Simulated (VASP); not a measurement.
# TiO2: single point with BLYP+D3(BJ)

Crystal: TiO2.

```xyz
12
Lattice="4.5476 0.0000 0.0000 0.0000 5.5438 0.0000 0.0000 0.0000 4.9089" Properties=species:S:1:pos:R:3 pbc="T T T"
Ti    0.0000    0.9812    3.6817
Ti    2.2738    1.7907    1.2272
Ti    0.0000    4.5625    1.2272
Ti    2.2738    3.7531    3.6817
O     1.2248    2.1205    4.5139
O     3.4986    0.6514    0.3950
O     1.0490    0.6514    2.0594
O     3.3228    2.1205    2.8495
O     1.2248    3.4233    2.0594
O     3.4986    4.8923    2.8495
O     1.0490    4.8923    4.5139
O     3.3228    3.4233    0.3950
```

```
Program             : VASP 6.6.1
Task                : single point
Functional          : BLYP
Dispersion          : D3(BJ)
Potentials or basis : VASP PAW PBE potentials, release 64 (Ti_sv, O)
Cutoff              : 520 eV
k mesh              : 6 × 5 × 6
Occupations         : fermi-dirac, width 0.05 eV
Spin                : no spin polarisation
```

- Pressure: 1.2 GPa
- Largest force: 0.087 eV/Å
- Band gap on the k mesh: 2.62 eV, indirect (least direct gap 2.66 eV)
- Dispersion energy per atom: -0.549 eV

Forces on the atoms (eV/Å):
```
Ti   0.000 -0.087  0.000
Ti   0.000  0.087  0.000
Ti   0.000  0.087  0.000
Ti   0.000 -0.087  0.000
O    0.034  0.062  0.007
O    0.034 -0.062 -0.007
O   -0.034 -0.062  0.007
O   -0.034  0.062 -0.007
O    0.034 -0.062  0.007
O    0.034  0.062 -0.007
O   -0.034  0.062  0.007
O   -0.034 -0.062 -0.007
```

Stress tensor (GPa, compression positive):
```
1.29 0.00 0.00
0.00 1.02 0.00
0.00 0.00 1.29
```

Levels at points of the mesh, in eV from the valence-band top:
```csv
k point,band 45,band 46,band 47,band 48,band 49,band 50,band 51,band 52
"(0.00, 0.00, 0.00)",-0.49,-0.44,-0.06,0.00,2.66,2.67,2.78,2.83
"(0.50, 0.00, 0.00)",-0.50,-0.50,-0.25,-0.25,3.14,3.14,3.22,3.22
"(0.00, 0.00, 0.50)",-0.41,-0.41,-0.30,-0.30,2.62,2.62,3.03,3.03
"(0.50, 0.00, 0.50)",-0.50,-0.50,-0.50,-0.50,2.96,2.96,2.96,2.96
```

Run time: 6.6 min on 1 thread of Intel(R) Xeon(R) Platinum 8259CL CPU @ 2.50GHz (Skylake/Cascade Lake), on a shared host, peak memory 0.39 GiB.

Caveat: the PAW data sets were made with another functional, which shifts forces and pressure a little. As with any semilocal functional, this BLYP gap is likely too small.
